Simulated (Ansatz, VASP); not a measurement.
# One calculation of BP, two programs

INCAR

```
PREC = Accurate ; ENCUT = 600
EDIFF = 1E-7 ; ISMEAR = -1
SIGMA = 0.1 ; LREAL = F
LASPH = T ; NELM = 60
ALGO = Normal ; ISIF = 3
LWAVE = F ; LCHARG = F
GGA = PE ; IBRION = 2
NSW = 60 ; EDIFFG = -0.005
```

File KPOINTS:

```
regular mesh
0
Gamma
  15 15 15
```

The input POSCAR:

```
BP
1.0
    2.7144176166      0.0000000000      0.0000000000
    0.0000000000      2.7144176166      0.0000000000
    0.0000000000      0.0000000000      2.7144176166
B P
1 1
Direct
    0.0000000000      0.0000000000      0.0000000000
    0.5000000000      0.5000000000      0.5000000000
```

Input for Ansatz:

```yaml
crystal:
  lattice:
    - [2.7144176166, 0.0, 0.0]
    - [0.0, 2.7144176166, 0.0]
    - [0.0, 0.0, 2.7144176166]
  atoms:
    - { symbol: B, position: [0.0, 0.0, 0.0] }
    - { symbol: P, position: [0.5, 0.5, 0.5] }
kpoints:
  mp_grid: { grid: [15, 15, 15] }
scf:
  occupations: { method: fermi_dirac, width: 0.1 }
hamiltonian:
  xc: pbe
  pseudopotentials: { kind: paw }
output:
  forces: true
  stress: true
  write_density: true
  write_potential: true
  elf: true
  volumetric_format: npy
relax:
  f_tol: 0.005
  max_steps: 40
  cell: {}
```

Alike in both runs: task relaxation of cell and atoms; functional PBE; k mesh 15 × 15 × 15; occupations fermi-dirac, width 0.1 eV; no spin polarisation.

|  | VASP | Ansatz |
| --- | --- | --- |
| version | VASP 6.6.1 | Ansatz 0.2.0 |
| potentials or method | VASP PAW PBE potentials, release 64 (B, P) | PAW with Ansatz's default frozen-core files, scalar-relativistic |
| plane-wave cutoff (eV) | 600 | 420 |
| valence electrons in the cell | 8 | 8 |

|  | VASP | Ansatz | Ansatz less VASP |
| --- | --- | --- | --- |
| relaxed volume (Å³/atom) | 10.00 | 10.02 | +0.016 |
| relaxed cell length with the largest relative difference (Å) | 2.714 | 2.716 | +0.0015 |

Noted on VASP's run: the relaxation stopped at its first step, so nothing moved; too few bands were computed for a metal, which touches its energy and stress.
